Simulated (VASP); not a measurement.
# Be24NO in VASP: notebook, part 3 of 3

VASP 6.6.1.

**5. Single point, PBE, collinear spin, ferromagnetic start**

INCAR

```
ALGO     = Normal         # electronic algorithm
DIPOL    = 0.5 0.5 0.296
EDIFF    = 1E-6           # SCF threshold, eV
ENCUT    = 520            # plane-wave cutoff, eV
GGA      = PE             # functional
GGA_COMPAT= False        
IDIPOL   = 3            
ISIF     = 2              # what is computed and relaxed
ISMEAR   = 0              # smearing method
ISPIN    = 2              # spin polarisation
KPAR     = 4            
LASPH    = True           # aspherical terms in the spheres
LCHARG   = False          # write CHGCAR
LDIPOL   = True         
LORBIT   = 11             # projections on sites
LREAL    = False          # projectors in reciprocal space
LWAVE    = False          # write WAVECAR
MAGMOM   = 0 0 0 0 0 0 0 0 0 0 0 0 0 0 0 0 0 0 0 0 0 0 0 0 1 0 # initial moments
NBANDS   = 52             # bands
NELM     = 200            # most SCF steps
NELMDL   = -8           
PREC     = Accurate       # precision mode
SIGMA    = 0.1            # smearing width, eV
```

KPOINTS

```
k-points
0
Gamma
  6 4 1
```

POSCAR

```
Be24NO
1.0
    4.5254381411      0.0000000000      0.0000000000
    0.0000000000      7.1336190820      0.0000000000
    0.0000000000      0.0000000000     22.3685529248
Be N O
24 1 1
Direct
    0.0000000000      0.3750000000      0.1788224752
    0.0000000000      0.8750000000      0.1788224752
    0.5000000000      0.3750000000      0.1788224752
    0.5000000000      0.8750000000      0.1788224752
    0.2500000000      0.1250000000      0.2080237711
    0.2500000000      0.6250000000      0.2080237711
    0.7500000000      0.1250000000      0.2080237711
    0.7500000000      0.6250000000      0.2080237711
    0.2500000000      0.3750000000      0.2664263628
    0.2500000000      0.8750000000      0.2664263628
    0.7500000000      0.3750000000      0.2664263628
    0.7500000000      0.8750000000      0.2664263628
    0.0000000000      0.1250000000      0.2903069137
    0.0000000000      0.6250000000      0.2903069137
    0.5000000000      0.1250000000      0.2903069137
    0.5000000000      0.6250000000      0.2903069137
    0.0000000000      0.3750000000      0.3546814205
    0.0000000000      0.8750000000      0.3546814205
    0.5000000000      0.3750000000      0.3546814205
    0.5000000000      0.8750000000      0.3546814205
    0.2500000000      0.1250000000      0.3741213369
    0.2500000000      0.6250000000      0.3741213369
    0.7500000000      0.1250000000      0.3741213369
    0.7500000000      0.6250000000      0.3741213369
    0.7500000000      0.4583333333      0.4827559906
    0.7861514845      0.4944848178      0.5337111185
```

Potentials or basis: VASP PAW PBE potentials, release 64 (Be, N, O).

Command:

```
$ cat potpaw_PBE.64/Be/POTCAR potpaw_PBE.64/N/POTCAR potpaw_PBE.64/O/POTCAR > POTCAR
$ mpirun -np 4 vasp_std > vasp.out
```

OUTCAR:

```text
EDIFF = 1E-6
   ENCUT = 520
   GGA = PE
   ISIF = 2
   ISMEAR = 0
   ISPIN = 2
   LASPH = True
   LORBIT = 11
   LREAL = False
   NELM = 200
   NELMDL = -8
   PREC = Accurate

 ion  position               nearest neighbor table
   1  0.000  0.375  0.179-   5 2.21   6 2.21   7 2.21   8 2.21   9 2.26  11 2.26   3 2.26   3 2.26

   2  0.000  0.875  0.179-   5 2.21   6 2.21   7 2.21   8 2.21  10 2.26  12 2.26   4 2.26   4 2.26

   3  0.500  0.375  0.179-   5 2.21   6 2.21   7 2.21   8 2.21   9 2.26  11 2.26   1 2.26   1 2.26
[... 39 lines left out ...]
  23  0.750  0.125  0.374-  17 2.16  18 2.16  19 2.16  20 2.16  13 2.19  15 2.19  21 2.26  21 2.26

  24  0.750  0.625  0.374-  17 2.16  18 2.16  19 2.16  20 2.16  14 2.19  16 2.19  22 2.26  22 2.26

  25  0.750  0.458  0.483-  26 1.18
  26  0.786  0.494  0.534-  25 1.18

  LATTYP: Found a simple orthorhombic cell.
 ALAT       =     4.5254381411
 B/A-ratio  =     1.5763377732
 C/A-ratio  =     4.9428480132

  Lattice vectors:

 A1 = (   4.5254381411,   0.0000000000,   0.0000000000)
[... 1491 lines left out ...]

 VOLUME and BASIS-vectors are now :
 -----------------------------------------------------------------------------
  energy-cutoff  :      520.00
  volume of cell :      722.12
      direct lattice vectors                 reciprocal lattice vectors
     4.525438141  0.000000000  0.000000000     0.220973079  0.000000000  0.000000000
     0.000000000  7.133619082  0.000000000     0.000000000  0.140181300  0.000000000
     0.000000000  0.000000000 22.368552925     0.000000000  0.000000000  0.044705619

 POSITION                                       TOTAL-FORCE (eV/Angst)
 -----------------------------------------------------------------------------------
      0.00000      2.67511      4.00000         0.010016     -0.012221      0.566516
      0.00000      6.24192      4.00000        -0.031699      0.002497      0.564019
      2.26272      2.67511      4.00000        -0.007785     -0.011866      0.562043
      2.26272      6.24192      4.00000         0.034234     -0.004024      0.572893
      1.13136      0.89170      4.65319         0.005061      0.043787     -0.726839
      1.13136      4.45851      4.65319         0.004580     -0.015982     -0.682087
[... 18 lines left out ...]
      3.39408      3.26958     10.79855         0.074561      0.067593      0.872275
      3.55768      3.52747     11.93835        -0.093522     -0.043338     -1.177022
 -----------------------------------------------------------------------------------
    total drift:                                0.000221      0.000181      0.001265

  FREE ENERGIE OF THE ION-ELECTRON SYSTEM (eV)
  ---------------------------------------------------
  free  energy   TOTEN  =       -95.4231778676 eV

  energy  without entropy=      -95.3766249778  energy(sigma->0) =      -95.39990142

 vacuum level on the upper side and lower side of the slab         3.198         3.036

 total charge

# of ion       s       p       d       tot
------------------------------------------
    1        0.410   0.605   0.000   1.015
    2        0.413   0.602   0.000   1.015
    3        0.410   0.605   0.000   1.016
    4        0.413   0.602   0.000   1.015
    5        0.419   0.742   0.000   1.161
    6        0.420   0.742   0.000   1.162
[... 18 lines left out ...]
   25        1.359   2.263   0.000   3.622
   26        1.617   3.421   0.000   5.038
--------------------------------------------------
tot         13.062  22.704   0.000  35.766

 magnetization (x)

# of ion       s       p       d       tot
------------------------------------------
    1       -0.000  -0.000   0.000  -0.000
    2       -0.000  -0.000   0.000  -0.000
    3       -0.000  -0.000   0.000  -0.000
    4       -0.000  -0.000   0.000  -0.000
    5        0.000   0.000   0.000   0.000
    6        0.000   0.000   0.000   0.000
[... 18 lines left out ...]
   25       -0.000  -0.000   0.000  -0.000
   26       -0.000  -0.000   0.000  -0.000
--------------------------------------------------
tot         -0.000  -0.000   0.000  -0.000
```

OSZICAR:

```text
N       E                     dE             d eps       ncg     rms          rms(c)
DAV:   1     0.279657651666E+03    0.27966E+03   -0.19636E+04  2912   0.836E+02
DAV:   2    -0.687055542219E+02   -0.34836E+03   -0.33189E+03  4136   0.181E+02
DAV:   3    -0.104373717415E+03   -0.35668E+02   -0.34743E+02  3528   0.546E+01
DAV:   4    -0.105408329487E+03   -0.10346E+01   -0.10238E+01  3936   0.107E+01
[... 39 lines left out ...]
DAV:  44    -0.954231658249E+02   -0.52856E-05   -0.10948E-07  2620   0.939E-04    0.422E-04
DAV:  45    -0.954231712477E+02   -0.54228E-05   -0.86382E-08  2548   0.594E-04    0.329E-04
DAV:  46    -0.954231753124E+02   -0.40648E-05   -0.43004E-08  2496   0.420E-04    0.338E-04
DAV:  47    -0.954231772655E+02   -0.19531E-05   -0.34059E-08  2584   0.355E-04    0.138E-04
DAV:  48    -0.954231778676E+02   -0.60206E-06   -0.15080E-08  2536   0.227E-04
   1 F= -.95423178E+02 E0= -.95399901E+02  d E =-.465529E-01  mag=    -0.0000
```

stdout:

```text
POSCAR found type information on POSCAR BeN O
 POSCAR found :  3 types and      26 ions
 scaLAPACK will be used
 -----------------------------------------------------------------------------
|                                                                             |
|                                                                             |
|     You have a (more or less) 'large supercell' and for larger cells it     |
|     might be more efficient to use real-space projection operators.         |
|     Therefore, try LREAL= Auto in the INCAR file.                           |
|     Mind: For very accurate calculation, you might also keep the            |
|     reciprocal projection scheme (i.e. LREAL=.FALSE.).                      |
|                                                                             |
 -----------------------------------------------------------------------------

 LDA part: xc-table for (Slater+PW92), standard interpolation
 POSCAR, INCAR and KPOINTS ok, starting setup
 FFT: planning ... GRIDC
 FFT: planning ... GRID_SOFT
 FFT: planning ... GRID
 WAVECAR not read
 entering main loop
```

Run time: 25 min. Hardware: 4 MPI ranks of Intel Xeon Platinum 8488C (Sapphire Rapids), shared host; peak memory 1.4 GiB.

What came out:

```yaml
Free_energy: -95.4232 eV
Largest_force: 1.182 eV/Å
Net_moment: 0.00 μB per cell
Valence_electrons_inside_the_program's_atomic_spheres: Be 1.01, 1.02, 1.16, 1.17, 1.21, 1.14, 1.07, 1.08; N 3.62; O 5.04
```

Forces on the atoms (eV/Å):
```
Be   0.010 -0.012  0.567
Be  -0.032  0.002  0.564
Be  -0.008 -0.012  0.562
Be   0.034 -0.004  0.573
Be   0.005  0.044 -0.727
Be   0.005 -0.016 -0.682
Be  -0.005  0.003 -0.762
Be  -0.003 -0.008 -0.691
Be   0.008 -0.007  0.188
Be   0.011  0.011  0.128
Be  -0.015 -0.021  0.138
Be  -0.007  0.004  0.161
Be  -0.007 -0.007  0.020
Be   0.005  0.011  0.058
Be   0.011 -0.009  0.000
Be   0.010  0.012  0.047
Be  -0.016 -0.068 -0.037
Be  -0.004  0.047 -0.065
Be   0.002 -0.089 -0.139
Be  -0.004  0.051 -0.057
Be   0.017  0.022  0.038
Be   0.002 -0.018  0.064
Be  -0.011  0.069  0.038
Be   0.010 -0.029  0.320
N    0.075  0.068  0.872
O   -0.094 -0.043 -1.177
```

Levels at points of the mesh, in eV from the Fermi level:
Spin up:
```
           k point  band 27  band 28  band 29  band 30  band 31  band 32
(0.00, 0.00, 0.00)    -0.92    -0.42    -0.11    -0.05     0.06     0.46
(0.50, 0.00, 0.00)    -0.91     0.05     0.17     0.83     0.85     1.43
(0.00, 0.50, 0.00)    -1.03    -0.86    -0.85    -0.18     0.11     0.18
(0.50, 0.50, 0.00)    -0.55    -0.46    -0.25     0.15     0.31     0.52
```
Spin down:
| k point | band 26 | band 27 | band 28 | band 29 | band 30 | band 31 | band 32 | band 33 |
| --- | --- | --- | --- | --- | --- | --- | --- | --- |
| (0.00, 0.00, 0.00) | -2.22 | -0.92 | -0.42 | -0.11 | -0.05 | 0.06 | 0.46 | 0.75 |
| (0.50, 0.00, 0.00) | -1.14 | -0.91 | 0.05 | 0.17 | 0.83 | 0.85 | 1.43 | 1.45 |
| (0.00, 0.50, 0.00) | -1.05 | -1.03 | -0.86 | -0.85 | -0.18 | 0.11 | 0.18 | 0.42 |
| (0.50, 0.50, 0.00) | -0.67 | -0.55 | -0.46 | -0.25 | 0.15 | 0.31 | 0.52 | 0.53 |

Caveat: the standard files for N, O and F lose accuracy on very short bonds.
